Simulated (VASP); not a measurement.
A run of VASP 6.6.1:

File INCAR:

```
SYSTEM = GaSb3
PREC     = Accurate       ! precision mode
ENCUT    = 520            ! plane-wave cutoff, eV
EDIFF    = 1E-7           ! SCF threshold, eV
ISMEAR   = 0              ! smearing method
SIGMA    = 0.15           ! smearing width, eV
LREAL    = .FALSE.        ! projectors in reciprocal space
LASPH    = .TRUE.         ! aspherical terms in the spheres
NELM     = 100            ! most SCF steps
ALGO     = Normal         ! electronic algorithm
ISIF     = 2              ! what is computed and relaxed
LWAVE    = .FALSE.        ! write WAVECAR
LCHARG   = .FALSE.        ! write CHGCAR
GGA      = PE             ! functional
IVDW     = 12             ! dispersion correction
NBANDS   = 22             ! bands
```

Contents of KPOINTS:

```
regular mesh
0
G
  10 10 10
  0 0 0
```

POSCAR

```
GaSb3
1.0
    0.0000000000      3.7940529411      3.6481278280
    3.7940529411      0.0000000000      3.6481278280
    3.7940529411      3.7940529411      0.0000000000
Ga Sb
1 3
Direct
    0.0000000000      0.0000000000      0.0000000000
    0.2561675470      0.2438324530      0.2438324530
    0.7438324530      0.7561675470      0.7561675470
    0.5000000000      0.5000000000      0.5000000000
```

Potentials or basis: VASP PAW PBE potentials, release 64 (Ga_d, Sb).

Run with:

```sh
$ cat potpaw_PBE.64/Ga_d/POTCAR potpaw_PBE.64/Sb/POTCAR > POTCAR
$ mpirun -np 1 vasp_std > vasp.out
```

Hardware: 1 thread of Intel(R) Xeon(R) 6975P-C (Granite Rapids), with other jobs on the host.

Question: How long does it take, and how much memory?

Answer: Run time: 3.9 min on 1 thread of Intel(R) Xeon(R) 6975P-C (Granite Rapids), on a shared host, peak memory 0.71 GiB. Counts: scf iterations 13, k points 282.
